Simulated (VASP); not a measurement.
# ZrB (I4mm) in VASP: further runs

Runs on ZrB. Level: PBEsol. Tasks: single point.

All numbers are computed with VASP 6.6.1; they aren't measurements. Logs are shortened: lines on timing, memory, paths and dates and some standing lists are left out, and cuts for length are marked.

### 1 The cell of the first run

Symmetry: I4mm, No. 107, tetragonal system. The conventional cell has a = 3.288 Å, b = 3.288 Å, c = 4.650 Å, α = 90.00°, β = 90.00°, γ = 90.00°. Zr (site symmetry 4mm) has 5 B at 1.83 to 2.38 Å within 2.4 Å. Within 2.4 Å of B (site symmetry 4mm) lie 5 Zr at 1.83 to 2.38 Å.

### 2 Single point, PBEsol (all Zr atoms moved -0.500 Å, as atom 1 along Cartesian [0 1 0])

Input file INCAR:

```
ALGO = Normal ; EDIFF = 1E-6
ENCUT = 500 ; GGA = PS
GGA_COMPAT = F ; ISIF = 2
ISMEAR = 0 ; LASPH = T
LCHARG = F ; LREAL = F
LWAVE = F ; NBANDS = 14
NELM = 120 ; PREC = Accurate
SIGMA = 0.15
```

Input file KPOINTS:

```
k-points
0
Gamma
  18 18 18
```

Input file POSCAR:

```
ZrB
1.0
    0.0000000000      2.3250000000      2.3250000000
    2.3250000000      0.0000000000      2.3250000000
    2.3250000000      2.3250000000      0.0000000000
Zr B
1 1
Direct
   -0.1075268817      0.1075268817     -0.1075268817
    0.5000000000      0.5000000000      0.5000000000
```

Potentials or basis: VASP PAW PBE potentials, release 64 (Zr_sv, B).

Command:

```bash
> cat potpaw_PBE.64/Zr_sv/POTCAR potpaw_PBE.64/B/POTCAR > POTCAR
> mpirun -np 1 vasp_std > vasp.out
```

OUTCAR:

```text
EDIFF = 1E-6
   ENCUT = 500
   GGA = PS
   ISIF = 2
   ISMEAR = 0
   LASPH = T
   LREAL = F
   NELM = 120
   PREC = Accurate

 ion  position               nearest neighbor table
   1  0.892  0.108  0.892-   2 1.83   2 2.38   2 2.38   2 2.38   2 2.38   2 2.82
   2  0.500  0.500  0.500-   1 1.83   1 2.38   1 2.38   1 2.38   1 2.38   1 2.82

  LATTYP: Found a face centered cubic cell.
 ALAT       =     4.6500000000

  Lattice vectors:

 A1 = (   0.0000000000,   2.3250000000,   2.3250000000)
 A2 = (   2.3250000000,   0.0000000000,   2.3250000000)
 A3 = (   2.3250000000,   2.3250000000,   0.0000000000)

Analysis of symmetry for initial positions (statically):
=====================================================================
 Subroutine PRICEL returns:
 Original cell was already a primitive cell.

 Routine SETGRP: Setting up the symmetry group for a
 face centered cubic supercell.

 Subroutine GETGRP returns: Found  8 space group operations
 (whereof  8 operations were pure point group operations)
 out of a pool of 48 trial point group operations.

The static configuration has the point symmetry C_4v.

Analysis of symmetry for dynamics (positions and initial velocities):
=====================================================================
 Subroutine PRICEL returns:
 Original cell was already a primitive cell.

 Routine SETGRP: Setting up the symmetry group for a
 face centered cubic supercell.

 Subroutine GETGRP returns: Found  8 space group operations
 (whereof  8 operations were pure point group operations)
 out of a pool of 48 trial point group operations.

The dynamic configuration has the point symmetry C_4v.

 Subroutine INISYM returns: Found  8 space group operations
 (whereof  8 operations are pure point group operations),
 and found     1 'primitive' translations

----------------------------------------------------------------------------------------

                                     Primitive cell

  volume of cell :      25.1362

  direct lattice vectors                    reciprocal lattice vectors
     0.000000000  2.325000000  2.325000000    -0.215053763  0.215053763  0.215053763
     2.325000000  0.000000000  2.325000000     0.215053763 -0.215053763  0.215053763
     2.325000000  2.325000000  0.000000000     0.215053763  0.215053763 -0.215053763

  length of vectors
     3.288046533  3.288046533  3.288046533     0.372484045  0.372484045  0.372484045

  position of ions in fractional coordinates (direct lattice)
     0.892473118  0.107526882  0.892473118
     0.500000000  0.500000000  0.500000000

  ion indices of the primitive-cell ions
   primitive index   ion index
                 1           1
                 2           2

----------------------------------------------------------------------------------------

 KPOINTS: k-points

Automatic generation of k-mesh.
 Grid dimensions read from file:
 generate k-points for:   18   18   18

 Generating k-lattice:

  Cartesian coordinates                     Fractional coordinates (reciprocal lattice)
    -0.011947431  0.011947431  0.011947431     0.055555556  0.000000000  0.000000000
     0.011947431 -0.011947431  0.011947431     0.000000000  0.055555556  0.000000000
     0.011947431  0.011947431 -0.011947431     0.000000000  0.000000000  0.055555556

  Length of vectors
     0.020693558  0.020693558  0.020693558

  Shift w.r.t. Gamma in fractional coordinates (k-lattice)
     0.000000000  0.000000000  0.000000000

 Subroutine IBZKPT returns following result:
 ===========================================

 Found    480 irreducible k-points:

 Following reciprocal coordinates:
            Coordinates               Weight
  0.000000  0.000000  0.000000      1.000000
  0.055556  0.000000  0.000000      8.000000
  0.111111  0.000000  0.000000      8.000000
  0.166667  0.000000  0.000000      8.000000
  0.222222  0.000000  0.000000      8.000000
  0.277778  0.000000  0.000000      8.000000
[... 16 lines left out ...]
  0.388889  0.055556  0.000000     16.000000
  0.055556  0.000000  0.388889      8.000000
 [... further k-points ...]
   k-points           NKPTS =    480   k-points in BZ     NKDIM =    480   number of bands    NBANDS=     14
   number of dos      NEDOS =    301   number of ions     NIONS =      2
   total plane-waves  NPLWV =  13824
   dimension x,y,z NGX =    24 NGY =   24 NGZ =   24
   dimension x,y,z NGXF=    48 NGYF=   48 NGZF=   48
   ions per type =               1   1
   NGX,Y,Z   is equivalent  to a cutoff of  12.13, 12.13, 12.13 a.u.
   NGXF,Y,Z  is equivalent  to a cutoff of  24.27, 24.27, 24.27 a.u.
 SYSTEM =  unknown system
   PREC   = accura    normal or accurate (medium, high low for compatibility)
   ISTART =      0    job   : 0-new  1-cont  2-samecut
   ICHARG =      2    charge: 1-file 2-atom 10-const
   ISPIN  =      1    spin polarized calculation?
   LNONCOLLINEAR =      F non collinear calculations
   LSORBIT =      F    spin-orbit coupling
   LASPH  =      T    aspherical Exc in radial PAW
   ENCUT  =  500.0 eV  36.75 Ry    6.06 a.u.   5.99  5.99  5.99*2*pi/ulx,y,z
   NELM   =    120;   NELMIN=  2; NELMDL= -5     # of ELM steps
   EDIFF  = 0.1E-05   stopping-criterion for ELM
   LREAL  =      F    real-space projection
[... 7 lines left out ...]
   TEBEG  =    0.0;   TEEND  =   0.0 temperature during run
   PSTRESS=    0.0 pullay stress
   NELECT =      15.0000    total number of electrons
   NUPDOWN=      -1.0000    fix difference up-down
   EMIN   =  10.00;   EMAX   =-10.00  energy-range for DOS
   EFERMI =   0.00;   METHOD = LEGACY
   ISMEAR =     0;   SIGMA  =   0.15  broadening in eV -4-tet -1-fermi 0-gaus
   EFERMI_NEDOS =   21; number of points for ismear=-14 and -15
   IALGO  =     38    algorithm
   IMIX   =      4    mixing-type and parameters
     AMIX     =   0.40;   BMIX     =  1.00
     AMIX_MAG =   1.60;   BMIX_MAG =  1.00
  volume/ion in A,a.u.               =      12.57        84.81
  Fermi-wavevector in a.u.,A,eV,Ry     =   1.378285  2.604581 25.846565  1.899669
  Thomas-Fermi vector in A             =   2.503360
   LORBIT       =      0    0 simple, 1 ext, 2 COOP (PROOUT), +10 PAW based schemes
   GGA     = PS    functional components
   LHFCALC =     F    Hartree Fock is set to
   AEXX    =    0.0000 exact exchange contribution
   IVDW    =     0    specifies the selected vdW correction
   LEPSILON=     F    determine dielectric tensor
   LRPA    =     F    only Hartree local field effects (RPA)
 non-spin polarized calculation
 Gauss-broadening in eV      SIGMA  =   0.15
  energy-cutoff  :      500.00
  volume of cell :       25.14
 maximum number of plane-waves:       650
   NGX = 11   NGY = 11   NGZ = 11

 number of electron      15.0000000 magnetization

 Free energy of the ion-electron system (eV)
  ---------------------------------------------------
  ext. energy  EPLUGINS =         0.00000000
  ---------------------------------------------------
  free energy    TOTEN  =       -14.87876248 eV

  energy without entropy =      -14.86749086  energy(sigma->0) =      -14.87312667

 E-fermi :   9.0500     XC(G=0): -12.2498

 val. band max:        9.0465860633   @ k =   0.1667   0.0556   0.2222
 cond. band min:       9.0526328248   @ k =   0.4444   0.0556   0.5000
 fundamental gap:      0.0060467615
 Fermi energy:         9.0500398475

 k-point     1 :       0.0000    0.0000    0.0000
  band No.  band energies     occupation
      1     -37.8874      2.00000
      2     -16.0378      2.00000
      3     -15.5615      2.00000
      4     -15.5615      2.00000
      5       0.8433      2.00000
      6       8.7560      1.99444
      7       8.7560      1.99444
      8       9.6189      0.00000
      9      10.9140      0.00000
     10      12.7001      0.00000
     11      15.3013      0.00000
     12      15.3013      0.00000
     13      17.4613      0.00000
     14      19.5046      0.00000

 k-point     2 :       0.0556    0.0000    0.0000
  band No.  band energies     occupation
      1     -37.8837      2.00000
      2     -16.0513      2.00000
      3     -15.5831      2.00000
      4     -15.5651      2.00000
      5       0.9291      2.00000
      6       8.6354      1.99991
      7       8.7585      1.99402
      8       9.6321      0.00000
      9      10.9153      0.00000
     10      12.5160      0.00000
     11      15.0855      0.00000
     12      15.6431      0.00000
     13      17.7910      0.00000
     14      19.7218      0.00000

 k-point     3 :       0.1111    0.0000    0.0000
  band No.  band energies     occupation
      1     -37.8732      2.00000
      2     -16.0943      2.00000
      3     -15.6404      2.00000
      4     -15.5755      2.00000
      5       1.1788      2.00000
      6       8.3270      2.00000
      7       8.7426      1.99625
      8       9.6062      0.00000
      9      10.9594      0.00000
     10      12.2037      0.00000
     11      14.7048      0.00000
     12      16.4426      0.00000
     13      18.5129      0.00000
     14      20.3355      0.00000

 k-point     4 :       0.1667    0.0000    0.0000
  band No.  band energies     occupation
      1     -37.8570      2.00000
      2     -16.1722      2.00000
      3     -15.7132      2.00000
      4     -15.5914      2.00000
      5       1.5706      2.00000
      6       7.9193      2.00000
      7       8.6540      1.99981
      8       9.4339      0.00030
      9      11.1432      0.00000
     10      12.0553      0.00000
     11      14.4135      0.00000
     12      17.4290      0.00000
     13      19.3783      0.00000
     14      21.1599      0.00000

 k-point     5 :       0.2222    0.0000    0.0000
  band No.  band energies     occupation
      1     -37.8371      2.00000
      2     -16.2852      2.00000
      3     -15.7807      2.00000
      4     -15.6108      2.00000
      5       2.0709      2.00000
      6       7.4764      2.00000
      7       8.4639      2.00000
      8       9.1155      0.53722
      9      11.5038      0.00000
     10      12.1875      0.00000
     11      14.2859      0.00000
[... 276 lines left out ...]
 k-point    22 :       0.0556    0.0000    0.3333
  band No.  band energies     occupation
      1     -37.7996      2.00000
      2     -16.5400      2.00000
      3     -15.8335      2.00000
      4     -15.6666      2.00000
      5       3.0975      2.00000
      6       6.7668      2.00000
      7       8.1637      2.00000
      8       8.2276      2.00000
      9      12.1601      0.00000
     10      13.3905      0.00000
     11      14.8518      0.00000
     12      19.1572      0.00000
     13      19.5939      0.00000
     14      22.8081      0.00000

 k-point    23 :       0.3889    0.0556    0.0000
  band No.  band energies     occupation
      1     -37.7822      2.00000
      2     -16.6152      2.00000
      3     -15.9156      2.00000
      4     -15.6708      2.00000
      5       3.6268      2.00000
      6       6.2994      2.00000
      7       7.7252      2.00000
      8       8.3621      2.00000
      9      12.7696      0.00000
     10      13.6060      0.00000
     11      15.0039      0.00000
     12      19.0733      0.00000
     13      20.1141      0.00000
     14      22.0973      0.00000

 k-point    24 :       0.0556    0.0000    0.3889
  band No.  band energies     occupation
      1     -37.7820      2.00000
      2     -16.6492      2.00000
      3     -15.8761      2.00000
      4     -15.6801      2.00000
      5       3.6612      2.00000
      6       6.3265      2.00000
      7       7.9207      2.00000
      8       8.0365      2.00000
      9      12.7897      0.00000
     10      13.9972      0.00000
     11      15.1382      0.00000
     12      18.5310      0.00000
     13      19.3202      0.00000
     14      23.1137      0.00000

 [... further k-points ...]
[... 5 lines left out ...]
  --------------------------------------------------------------------------------------
  -------------------------------------------------------------------------------------
  Total        3.6875449     13.5262971      3.6875449     -0.0000000      0.0000000      0.0000000
  in kB      235.0439242    862.1654945    235.0439242     -0.0000000      0.0000000      0.0000000
  external PRESSURE =     444.0844476 kB  Pullay stress =       0.0000000 kB

 VOLUME and BASIS-vectors are now :
 -----------------------------------------------------------------------------
  energy-cutoff  :      500.00
  volume of cell :       25.14
      direct lattice vectors                 reciprocal lattice vectors
     0.000000000  2.325000000  2.325000000    -0.215053763  0.215053763  0.215053763
     2.325000000  0.000000000  2.325000000     0.215053763 -0.215053763  0.215053763
     2.325000000  2.325000000  0.000000000     0.215053763  0.215053763 -0.215053763

 POSITION                                       TOTAL-FORCE (eV/Angst)
 -----------------------------------------------------------------------------------
      2.32500      4.15000      2.32500         0.000000      8.480831      0.000000
      2.32500      2.32500      2.32500         0.000000     -8.480831      0.000000
 -----------------------------------------------------------------------------------
    total drift:                               -0.000001      0.000184     -0.000001

  FREE ENERGIE OF THE ION-ELECTRON SYSTEM (eV)
  ---------------------------------------------------
  free  energy   TOTEN  =       -14.8787624797 eV

  energy  without entropy=      -14.8674908628  energy(sigma->0) =      -14.87312667
```

It took 3.6 min on 1 thread of AMD EPYC 7R13, shared host; peak memory 0.25 GiB.

Results:

```yaml
Free_energy: -14.8788 eV
Pressure: 44.4 GPa
Largest_force: 8.481 eV/Å
```

Forces in eV/Å, atoms in the order of the input:
```
Zr   0.000  8.481  0.000
B    0.000 -8.481  0.000
```

Caveat: the cell differs from its parent crystal (all Zr atoms moved -0.500 Å, as atom 1 along Cartesian [0 1 0]); the PAW data sets were made with another functional, which shifts forces and pressure a little.

### 3 Single point, PBEsol (all Zr atoms moved +0.375 Å, as atom 1 along Cartesian [0 1 0])

Input file INCAR:

```
SYSTEM = ZrB
ALGO = Normal
EDIFF = 1E-6
ENCUT = 500
GGA = PS
GGA_COMPAT = .False.
ISIF = 2
ISMEAR = 0
LASPH = .True.
LCHARG = .True.
LELF = .True.
LREAL = .False.
LVHAR = .True.
LWAVE = .False.
NBANDS = 14
NELM = 120
PREC = Accurate
SIGMA = 0.15
```

Input file KPOINTS:

```
k-points
0
Gamma
  18 18 18
  0 0 0
```

Changes to POSCAR since step 2:

```diff
@@ -8,3 +8,3 @@
 Direct
-   -0.1075268817      0.1075268817     -0.1075268817
+    0.0806451613     -0.0806451613      0.0806451613
     0.5000000000      0.5000000000      0.5000000000
```

Potentials or basis: VASP PAW PBE potentials, release 64 (Zr_sv, B).

Command:

```bash
> cat potpaw_PBE.64/Zr_sv/POTCAR potpaw_PBE.64/B/POTCAR > POTCAR
> mpirun -np 1 vasp_std > vasp.out
```

Run time: 4.3 min. Hardware: 1 thread of AMD EPYC 7R13, shared host; peak memory 0.25 GiB.

The run converged. Its results:

```yaml
Free_energy: -15.7353 eV
Pressure: 38.0 GPa
Largest_force: 5.435 eV/Å
```

Forces on the atoms (eV/Å):
```
Zr   0.000 -5.435  0.000
B    0.000  5.435  0.000
```

Stress tensor (GPa, compression positive):
```
25.80  0.00  0.00
 0.00 62.56  0.00
 0.00  0.00 25.80
```

Levels at points of the mesh, in eV from the Fermi level:
```csv
k point,band 3,band 4,band 5,band 6,band 7,band 8,band 9,band 10,band 11,band 12
"(0.00, 0.00, 0.00)",-24.56,-24.56,-8.29,0.38,0.38,1.14,1.85,3.65,5.43,5.43
"(0.50, 0.00, 0.00)",-24.81,-24.66,-4.53,-3.42,-1.46,-1.28,5.21,5.66,7.02,7.86
"(0.50, 0.50, 0.00)",-25.16,-24.88,-6.36,-2.33,-0.43,2.03,3.82,6.28,6.64,6.79
"(0.50, 0.00, 0.50)",-24.91,-24.91,-6.33,-1.28,0.12,2.44,2.44,5.52,6.64,6.64
```

Caveat: the cell differs from its parent crystal (all Zr atoms moved +0.375 Å, as atom 1 along Cartesian [0 1 0]); the PAW data sets were made with another functional, which shifts forces and pressure a little.

### 4 Single point, PBEsol (all Zr atoms moved -0.250 Å, as atom 1 along Cartesian [0 1 0])

Input file INCAR:

```
SYSTEM = ZrB
PREC     = Accurate       ! precision mode
ENCUT    = 500            ! plane-wave cutoff, eV
EDIFF    = 1E-6           ! SCF threshold, eV
ISMEAR   = 0              ! smearing method
SIGMA    = 0.15           ! smearing width, eV
LREAL    = .FALSE.        ! projectors in reciprocal space
LASPH    = .TRUE.         ! aspherical terms in the spheres
NELM     = 120            ! most SCF steps
ALGO     = Normal         ! electronic algorithm
ISIF     = 2              ! what is computed and relaxed
LWAVE    = .FALSE.        ! write WAVECAR
LCHARG   = .FALSE.        ! write CHGCAR
GGA      = PS             ! functional
NBANDS   = 14             ! bands
GGA_COMPAT= .FALSE.
```

Input file KPOINTS:

```
Automatic mesh
0
G
  18 18 18
  0 0 0
```

Changes to POSCAR since step 3:

```diff
@@ -8,3 +8,3 @@
 Direct
-    0.0806451613     -0.0806451613      0.0806451613
+   -0.0537634409      0.0537634409     -0.0537634409
     0.5000000000      0.5000000000      0.5000000000
```

Command:

```bash
> cat potpaw_PBE.64/Zr_sv/POTCAR potpaw_PBE.64/B/POTCAR > POTCAR
> mpirun -np 1 vasp_std > vasp.out
```

Wall time 3.6 min (1 thread of AMD EPYC 7R13, shared host); peak memory 0.25 GiB.

The run converged. Its results:

```yaml
Free_energy: -16.2651 eV
Pressure: 33.5 GPa
Largest_force: 3.126 eV/Å
```

Forces on the atoms (eV/Å):
```
Zr   0.000  3.126  0.000
B    0.000 -3.126  0.000
```

Stress tensor (GPa, compression positive):
```
27.66  0.00  0.00
 0.00 45.07  0.00
 0.00  0.00 27.66
```

Levels at points of the mesh, in eV from the Fermi level:
```
           k point  band 6  band 7  band 8  band 9  band 10  band 11
(0.00, 0.00, 0.00)    1.05    1.05    1.87    1.90     3.67     4.71
(0.50, 0.00, 0.00)   -3.48   -1.43   -1.35    5.52     5.72     7.22
(0.50, 0.50, 0.00)   -1.76   -0.35    2.28    3.20     5.88     6.80
(0.50, 0.00, 0.50)   -1.22   -0.12    2.52    2.52     5.50     6.80
```

Caveat: the cell differs from its parent crystal (all Zr atoms moved -0.250 Å, as atom 1 along Cartesian [0 1 0]); the PAW data sets were made with another functional, which shifts forces and pressure a little.
